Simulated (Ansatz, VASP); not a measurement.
# GaSb3: VASP beside Ansatz

```
Ga Sb
1.0
    -0.09653    3.62200    3.48907
     3.52547    0.00000    3.39255
     3.62200    3.62200   -0.09653
Ga Sb
1 3
Direct
  0.00000 0.00000 0.00000
  0.25000 0.25000 0.25000
  0.75000 0.75000 0.75000
  0.50000 0.50000 0.50000
```

Change from the starting cell: engineering shear strain xz -0.0533, normal strain along z -0.0367.

Alike in both runs: task single point; functional LDA; k mesh 10 × 10 × 10; occupations gaussian, width 0.15 eV; no spin polarisation.

|  | VASP | Ansatz |
| --- | --- | --- |
| version | VASP 6.6.1 | Ansatz 0.2.0 |
| potentials or method | VASP PAW LDA potentials, release 64 (Ga_d, Sb), cutoff 520 eV | scalar-relativistic, plane waves, PAW |
| valence electrons in the cell | 28 | 58 |

Ansatz gave:

| Quantity | Value |
| --- | --- |
| gap on the k mesh at the Fermi level (eV) | none |
| pressure (GPa) | 3.1 |
| traceless stress, the component that is largest in VASP (GPa) | 2.13 |
| rms of the force components (eV/Å) | 0.065 |

**Question.** What did VASP give for the same quantities?

**Answer.** gap on the k mesh at the Fermi level (eV): none; pressure (GPa): 3.3; traceless stress, the component that is largest in VASP (GPa): 2.18; rms of the force components (eV/Å): 0.067.

Ansatz warns that its potentials were made for another functional, while VASP's fit it. LDA's correlation is that of Perdew and Zunger in VASP and of Perdew and Wang (1992) in Ansatz. Atom by atom the forces differ by 0.002 eV/Å (rms over components). A gap of «none» marks a metal or a gap that the smearing closes. VASP's potentials hold 28 valence electrons a cell and Ansatz's 58, so a difference there can come from the potentials and not from the codes.

Neither program's run includes spin-orbit coupling.
